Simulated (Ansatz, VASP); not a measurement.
**One calculation of Al, two programs**

```
Al
1.0
     2.82708    0.00000    0.00000
    -1.41354    2.44832    0.00000
     0.00000    0.00000    9.18599
Al
4
Direct
  0.00000 0.00000 0.00000
  0.33333 0.66667 0.25000
  0.00000 0.00000 0.50000
  0.66667 0.33333 0.75000
```

Alike in both runs: task relaxation of cell and atoms; functional PBEsol; dispersion D3(BJ); k mesh 18 × 18 × 6; occupations gaussian, width 0.1 eV; no spin polarisation.

|  | VASP | Ansatz |
| --- | --- | --- |
| version | VASP 6.6.1 | Ansatz 0.2.0 |
| potentials or method | VASP PAW PBE potentials, release 64 (Al), cutoff 600 eV | scalar-relativistic, plane waves, PAW |
| valence electrons in the cell | 12 | 12 |

Ansatz gave:

| Quantity | Value |
| --- | --- |
| gap on the k mesh at the Fermi level, each at its own relaxed structure (eV) | none |
| relaxed volume (Å³/atom) | 15.61 |
| relaxed cell length with the largest relative difference (Å) | 9.192 |

Which values does VASP return?

gap on the k mesh at the Fermi level, each at its own relaxed structure (eV): none; relaxed volume (Å³/atom): 15.62; relaxed cell length with the largest relative difference (Å): 9.195.

VASP's potentials were made for PBE, not for PBEsol, and Ansatz warns of the same on its side. A gap of «none» marks a metal or a gap that the smearing closes.
